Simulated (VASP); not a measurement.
# Ta (Fm-3m) in VASP: notebook, part 2 of 2

VASP 6.6.1. Earlier steps stand in the parts before.

### Step 4. Single point, PBEsol (17.48 Å³/atom)

This run uses another cell than the first one, of 17.48 Å³/atom.

Input file INCAR:

```
SYSTEM = Ta
PREC = Accurate
ENCUT = 520
EDIFF = 1E-6
ISMEAR = -1
SIGMA = 0.1
LREAL = .FALSE.
LASPH = .TRUE.
NELM = 60
ALGO = Normal
ISIF = 2
LWAVE = .FALSE.
LCHARG = .TRUE.
GGA = PS
LELF = .TRUE.
LVHAR = .TRUE.
NBANDS = 12
```

Input file KPOINTS:

```
Automatic mesh
0
G
  21 21 21
  0 0 0
```

Input file POSCAR:

```
Ta
1.0
    0.0000000000      2.0599711188      2.0599711188
    2.0599711188      0.0000000000      2.0599711188
    2.0599711188      2.0599711188      0.0000000000
Ta
1
Direct
    0.0000000000      0.0000000000      0.0000000000
```

Potentials or basis: VASP PAW PBE potentials, release 64 (Ta_pv).

Started as:

```sh
> cat potpaw_PBE.64/Ta_pv/POTCAR > POTCAR
> mpirun -np 1 vasp_std > vasp.out
```

OUTCAR:

```text
SYSTEM = Ta
   PREC = Accurate
   ENCUT = 520
   EDIFF = 1E-6
   ISMEAR = -1
   LREAL = .FALSE.
   LASPH = .TRUE.
   NELM = 60
   ISIF = 2
   GGA = PS

 ion  position               nearest neighbor table
   1  0.000  0.000  0.000-

  LATTYP: Found a face centered cubic cell.
 ALAT       =     4.1199422376

  Lattice vectors:

 A1 = (   0.0000000000,   2.0599711188,   2.0599711188)
 A2 = (   2.0599711188,   0.0000000000,   2.0599711188)
 A3 = (   2.0599711188,   2.0599711188,   0.0000000000)

Analysis of symmetry for initial positions (statically):
=====================================================================
 Subroutine PRICEL returns:
 Original cell was already a primitive cell.

 Routine SETGRP: Setting up the symmetry group for a
 face centered cubic supercell.

 Subroutine GETGRP returns: Found 48 space group operations
 (whereof 48 operations were pure point group operations)
 out of a pool of 48 trial point group operations.

The static configuration has the point symmetry O_h .

Analysis of symmetry for dynamics (positions and initial velocities):
=====================================================================
 Subroutine PRICEL returns:
[... 160 lines left out ...]
 Fermi energy:         5.9730326293

 k-point     1 :       0.0000    0.0000    0.0000
  band No.  band energies     occupation
      1     -27.3518      2.00000
      2     -27.3518      2.00000
      3     -27.3518      2.00000
      4      -2.4809      2.00000
      5       6.3644      0.03917
      6       6.3644      0.03917
      7       6.3644      0.03917
      8       9.6592      0.00000
      9       9.6592      0.00000
     10      18.6802      0.00000
     11      20.2955      0.00000
     12      23.8433      0.00000
[... 331 lines left out ...]
 k-point    24 :      -0.3810    0.0476    0.0000
  band No.  band energies     occupation
      1     -28.5185      2.00000
      2     -27.5367      2.00000
      3     -27.4999      2.00000
      4       1.0138      2.00000
      5       5.9600      1.06509
      6       6.2581      0.10932
      7       6.3189      0.06100
      8      11.2068      0.00000
      9      11.9860      0.00000
     10      17.3114      0.00000
     11      19.9392      0.00000
     12      20.3503      0.00000

 [... further k-points ...]
[... 5 lines left out ...]
  --------------------------------------------------------------------------------------
  -------------------------------------------------------------------------------------
  Total        0.9992932      0.9992932      0.9992932     -0.0000000      0.0000000      0.0000000
  in kB       91.5777872     91.5777872     91.5777872     -0.0000000      0.0000000      0.0000000
  external PRESSURE =      91.5777872 kB  Pullay stress =       0.0000000 kB

 VOLUME and BASIS-vectors are now :
 -----------------------------------------------------------------------------
  energy-cutoff  :      520.00
  volume of cell :       17.48
      direct lattice vectors                 reciprocal lattice vectors
     0.000000000  2.059971119  2.059971119    -0.242721850  0.242721850  0.242721850
     2.059971119  0.000000000  2.059971119     0.242721850 -0.242721850  0.242721850
     2.059971119  2.059971119  0.000000000     0.242721850  0.242721850 -0.242721850

 POSITION                                       TOTAL-FORCE (eV/Angst)
 -----------------------------------------------------------------------------------
      0.00000      0.00000      0.00000        -0.000000      0.000000      0.000000
 -----------------------------------------------------------------------------------
    total drift:                               -0.000000      0.000000     -0.000000

  FREE ENERGIE OF THE ION-ELECTRON SYSTEM (eV)
  ---------------------------------------------------
  free  energy   TOTEN  =       -12.2856914156 eV

  energy  without entropy=      -12.2477066798  energy(sigma->0) =      -12.26669905
```

OSZICAR:

```text
N       E                     dE             d eps       ncg     rms          rms(c)
DAV:   1     0.606160060163E+02    0.60616E+02   -0.61179E+03  6884   0.881E+02
DAV:   2    -0.117982095563E+02   -0.72414E+02   -0.70527E+02  7524   0.246E+02
DAV:   3    -0.127876667352E+02   -0.98946E+00   -0.98259E+00  8268   0.273E+01
DAV:   4    -0.127901691211E+02   -0.25024E-02   -0.25020E-02  7536   0.152E+00
DAV:   5    -0.127901767076E+02   -0.75865E-05   -0.75864E-05  8200   0.804E-02    0.142E+01
DAV:   6    -0.124110671849E+02    0.37911E+00   -0.29896E-01  8088   0.573E+00    0.700E+00
DAV:   7    -0.122878898894E+02    0.12318E+00   -0.30694E-01  8008   0.520E+00    0.315E-01
DAV:   8    -0.122858378559E+02    0.20520E-02   -0.59360E-03  7480   0.825E-01    0.234E-01
DAV:   9    -0.122856933787E+02    0.14448E-03   -0.29323E-04  7964   0.174E-01    0.239E-02
DAV:  10    -0.122856914038E+02    0.19748E-05   -0.63532E-06  7732   0.257E-02    0.249E-03
DAV:  11    -0.122856914156E+02   -0.11746E-07   -0.99405E-08  3992   0.359E-03
   1 F= -.12285691E+02 E0= -.12266699E+02  d E =-.379847E-01
```

stdout:

```text
POSCAR found type information on POSCAR Ta
 POSCAR found :  1 types and       1 ions
 scaLAPACK will be used
 -----------------------------------------------------------------------------
|                                                                             |
|                                                                             |
|     You enforced a specific xc type in the INCAR file but a different       |
|     I HOPE YOU KNOW WHAT YOU ARE DOING!                                     |
|                                                                             |
 -----------------------------------------------------------------------------

 LDA part: xc-table for (Slater+PW92), standard interpolation
 POSCAR, INCAR and KPOINTS ok, starting setup
 FFT: planning ... GRIDC
 FFT: planning ... GRID_SOFT
 FFT: planning ... GRID
 WAVECAR not read
 entering main loop
```

Wall time 62 s (1 thread of Intel Xeon 8259CL, shared host); peak memory 0.19 GiB.

What came out:

| Property | Result |
| --- | --- |
| Free energy | -12.2857 eV |
| Pressure | 9.2 GPa |
| Band gap on the k mesh | zero (an odd number of electrons rules out a gap without spin polarisation) |

Caveat: the cell stands under pressure; the PAW data sets were made with another functional, which shifts forces and pressure a little; spin-orbit coupling is left out, which moves the levels of the heavy elements.

### Step 5. Overview

```tsv
task	cell	k mesh	cutoff (eV)	gap on the mesh (eV)	pressure (GPa)
relaxation of cell and atoms	relaxed from a = 2.945 Å, angles 60.0°, 1 atom	13 × 13 × 13	600	none	0.0
single point	a = 2.872 Å, angles 60.0°, 1 atom	21 × 21 × 21	520	none	20.0
single point	a = 2.913 Å, angles 60.0°, 1 atom	21 × 21 × 21	520	none	9.2
```

Alike in all rows: level PBEsol; potentials or basis VASP PAW PBE potentials, release 64 (Ta_pv); no spin polarisation; smearing fermi-dirac 0.1 eV.

Caveats: the PAW data sets were made with another functional, which shifts forces and pressure a little; spin-orbit coupling is left out, which moves the levels of the heavy elements; the cell stands under pressure (at least some runs).

Total energies depend on the potentials used, so only differences within one code and one set of settings carry meaning.
